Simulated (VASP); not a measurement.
A run of VASP 6.6.1 is set up as follows.

Contents of INCAR:

```
PREC     = Accurate       # precision mode
ENCUT    = 520            # plane-wave cutoff, eV
EDIFF    = 1E-6           # SCF threshold, eV
ISMEAR   = 0              # smearing method
SIGMA    = 0.1            # smearing width, eV
LREAL    = False          # projectors in reciprocal space
LASPH    = True           # aspherical terms in the spheres
NELM     = 100            # most SCF steps
ALGO     = Normal         # electronic algorithm
ISIF     = 2              # what is computed and relaxed
LWAVE    = False          # write WAVECAR
LCHARG   = False          # write CHGCAR
LDIPOL   = True         
IDIPOL   = 3            
DIPOL    = 0.5 0.5 0.500
GGA      = PE             # functional
IVDW     = 12             # dispersion correction
IBRION   = 2              # ionic algorithm
NSW      = 70             # ionic steps
EDIFFG   = -0.03          # ionic threshold
```

KPOINTS

```
Automatic mesh
0
Gamma
  11 11 1
```

The input POSCAR:

```
Li
1.0
    2.8795791328      0.0000000000      0.0000000000
   -0.9598597109      2.7148932424      0.0000000000
    0.0000000000      0.0000000000     18.7023330330
Li
3
Selective dynamics
Direct
    0.5000000000      0.5000000000      0.3742848546  F F F
    0.0000000000      0.0000000000      0.5000000000  T T T
    0.5000000000      0.5000000000      0.6257151454  T T T
```

Potentials or basis: VASP PAW PBE potentials, release 64 (Li_sv).

Run with:

```bash
$ cat potpaw_PBE.64/Li_sv/POTCAR > POTCAR
$ mpirun -np 1 vasp_std > vasp.out
```

(1) Estimate the energy gained by relaxing.

(2) Estimate the dispersion energy per atom.

(3) What does it give for the band gap on the k mesh?

Results:

(1) 0.2 meV/atom.

(2) -0.130 eV.

(3) zero (an odd number of electrons rules out a gap without spin polarisation).
